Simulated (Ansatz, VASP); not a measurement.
Given: the input of a run of VASP 6.6.1 on Ni.

File INCAR:

```
SYSTEM = Ni
PREC = Accurate
ENCUT = 590
EDIFF = 1E-6
ISMEAR = -1
SIGMA = 0.05
LREAL = .False.
LASPH = .True.
NELM = 200
ALGO = Normal
ISIF = 2
LWAVE = .False.
LCHARG = .True.
ISPIN = 2
MAGMOM = 1.5 1.5
LORBIT = 11
NUPDOWN = 3.0
LMAXMIX = 4
GGA = PE
LELF = .True.
LVHAR = .True.
NBANDS = 29
GGA_COMPAT = .False.
```

The input KPOINTS:

```
regular mesh
0
Gamma
  10 10 6
  0 0 0
```

File POSCAR:

```
Ni
1.0
    2.4480228978      0.0000000000      0.0000000000
   -1.2240114489      2.1200500186      0.0000000000
    0.0000000000      0.0000000000      4.0728075700
Ni
2
Direct
    0.6666666667      0.3333333333      0.7500000000
    0.3333333333      0.6666666667      0.2500000000
```

Potentials or basis: VASP PAW PBE potentials, release 64 (Ni_sv_GW).

Launch:

```console
$ cat potpaw_PBE.64/Ni_sv_GW/POTCAR > POTCAR
$ mpirun -np 1 vasp_std > vasp.out
```

Problem. Set up the same calculation for Ansatz 0.2.0. Potentials there: Ansatz PAW.

Solution. As run (the cutoff follows the program's own potentials):

File input.yaml:

```yaml
crystal:
  lattice:
    - [2.4480228978, 0.0, 0.0]
    - [-1.2240114489, 2.1200500186, 0.0]
    - [0.0, 0.0, 4.07280757]
  atoms:
    - { symbol: Ni, position: [0.6666666667, 0.3333333333, 0.75], spin: 1.5 }
    - { symbol: Ni, position: [0.3333333333, 0.6666666667, 0.25], spin: 1.5 }
hamiltonian:
  xc: pbe
  pseudopotentials: { kind: paw }
magnetization:
  spin_polarized: true
  initial_magnetization: 3.0
  spin_locking: { lock_magnetization: hard }
kpoints:
  mp_grid: { grid: [10, 10, 6] }
scf:
  occupations: { method: fermi_dirac, width: 0.05 }
  lower_state_search: "off"
output:
  forces: true
  stress: true
  eigenvalues: true
```

Potentials or basis: Ansatz PAW.

The run is started by

```console
$ ansatz run input.yaml --threads 2 --pin off --max-ram 5632MiB --backend cpu --events-out ev --progress --plain --runs-dir out
```

Both were run:

|  | VASP | Ansatz | Ansatz less VASP |
| --- | --- | --- | --- |
| pressure (GPa) | 15.0 | 19.0 | +4.06 |
| traceless stress, the component that is largest in VASP (GPa) | -6.30 | -6.26 | +0.034 |
| net moment per atom (μB) | 1.50 | 1.50 | 0.000 |
| size of the moment on the site where the two differ most (μB) | 1.42 | 1.42 | -0.004 |

Site moments also hang on the region over which each program counts them.
